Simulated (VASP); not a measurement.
Here is a VASP 6.6.1 calculation.

File INCAR:

```
SYSTEM = B13P10
ALGO     = Normal         ! electronic algorithm
EDIFF    = 1E-6           ! SCF threshold, eV
ENCUT    = 520            ! plane-wave cutoff, eV
GGA      = PE             ! functional
ISIF     = 2              ! what is computed and relaxed
ISMEAR   = 0              ! smearing method
ISYM     = 0            
LASPH    = .True.         ! aspherical terms in the spheres
LCHARG   = .False.        ! write CHGCAR
LREAL    = Auto         
LWAVE    = .False.        ! write WAVECAR
NBANDS   = 62             ! bands
NELM     = 80             ! most SCF steps
PREC     = Accurate       ! precision mode
SIGMA    = 0.1            ! smearing width, eV
```

File KPOINTS:

```
k-points
0
Gamma
  4 3 3
  0 0 0
```

Contents of POSCAR:

```
B13P10
1.0
    6.1899796891      0.1994516738     -0.1739305150
    0.1905946307      6.9934574534     -0.1168077014
   -0.1698661926     -0.1484106010      6.9833331474
P B
10 13
Direct
    0.7312799962      0.5913597931      0.2568277497
    0.7269090482     -0.0129508022      0.2382818087
    0.9187761776      0.9253550656      0.5243642488
    0.5665711917      0.7301984503      0.8781205002
    0.6542883811      0.1049486100      0.6669624909
    0.4099195238      0.4468060286      0.6138139161
    0.2153210711      0.0606467738      0.9395573822
    0.0907084516      0.7546219139      0.9582231143
    0.2686224025      0.3381736824      0.3246137909
    0.7359137034      0.3034671321      0.0980184200
    0.7897591279      0.3101486771      0.8116336515
    0.8687584668      0.6368621814      0.5114270436
    0.1902351388      0.4859147886      0.8034919069
    0.8067764044      0.7712384305      0.0699688871
    0.0683450675      0.2545499474      0.7827022904
    0.6865634108      0.5465186858      0.6931201276
    0.3826506756      0.1791001374      0.5352017593
    0.4705092668      0.4611503123      0.1701381321
    0.4357949533      0.9601568797      0.7705234491
    0.3454798614      0.5915903877     -0.0060500957
    0.1876726055      0.0533932084      0.6425623689
    0.9479080355      0.4557278017      0.6841229777
    0.1095401161      0.5085382433      0.5075826388
```

Potentials or basis: VASP PAW PBE potentials, release 64 (P, B).

Command:

```console
$ cat potpaw_PBE.64/P/POTCAR potpaw_PBE.64/B/POTCAR > POTCAR
$ mpirun -np 1 vasp_std > vasp.out
```

Task: What does it give for the pressure?

Result: -0.2 GPa.

Task: What does it give for the band gap on the k mesh?

Result: Zero (an odd number of electrons rules out a gap without spin polarisation).

Task: Estimate the largest force.

Result: 0.048 eV/Å.

Stress tensor (GPa, compression positive):
```
-0.14  0.03 -0.08
 0.03 -0.11  0.00
-0.08  0.00 -0.27
```

Caveat: the atoms stand as in a frame of molecular dynamics; an odd number of electrons without spin polarisation forces a metal; a magnetic or distorted state may lie lower.
